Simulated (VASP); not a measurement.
Wanted: the native input for a VASP 6.6.1 run.

| Property | Result |
| --- | --- |
| Task | single point |
| Functional | PBE |
| Potentials or basis | VASP PAW PBE potentials, release 64 (Si, Ge_d) |
| Cutoff | 520 eV |
| k mesh | 6 × 6 × 4 |
| Occupations | gaussian, width 0.1 eV |
| Spin | no spin polarisation |
| Dipole correction | no |
| Further INCAR settings | ALGO = Normal; EDIFF = 1e-07; NBANDS = 31 |

The structure of Si2Ge lies in POSCAR:

```
Si2Ge
1.0
    4.3334684400     -2.5019291700      0.0000000000
    4.3334684400      2.5019291700      0.0000000000
    0.0000000000      0.0000000000      4.5818384500
Si Ge
4 2
Direct
    0.0000000000      0.3333333300      0.7500000000
    0.6666666700      0.0000000000      0.7500000000
    0.3333333300      0.0000000000      0.2500000000
    0.0000000000      0.6666666700      0.2500000000
    0.3333333300      0.6666666700      0.7500000000
    0.6666666700      0.3333333300      0.2500000000
```

The input as run:

INCAR

```
  PREC = Accurate
  ENCUT = 520
  EDIFF = 1E-7
  ISMEAR = 0
  SIGMA = 0.1
  LREAL = False
  LASPH = True
  NELM = 60
  ALGO = Normal
  ISIF = 2
  LWAVE = False
  LCHARG = False
  GGA = PE
  NBANDS = 31
```

KPOINTS

```
Automatic mesh
0
Gamma
  6 6 4
```

Potentials or basis: VASP PAW PBE potentials, release 64 (Si, Ge_d).

The run is started by

```sh
$ cat potpaw_PBE.64/Si/POTCAR potpaw_PBE.64/Ge_d/POTCAR > POTCAR
$ mpirun -np 1 vasp_std > vasp.out
```

Results of the run:

| Property | Result |
| --- | --- |
| Pressure | -1.8 GPa |
| Largest force | 0.277 eV/Å |
| Band gap on the k mesh | zero (bands 22 and 23 overlap by 4.00 eV) |

Caveat: the stress differs along the axes, from -4 to 2 GPa.

Run time: 55 s on 1 thread of Intel(R) Xeon(R) 6975P-C (Granite Rapids), with other jobs on the host, peak memory 0.27 GiB.
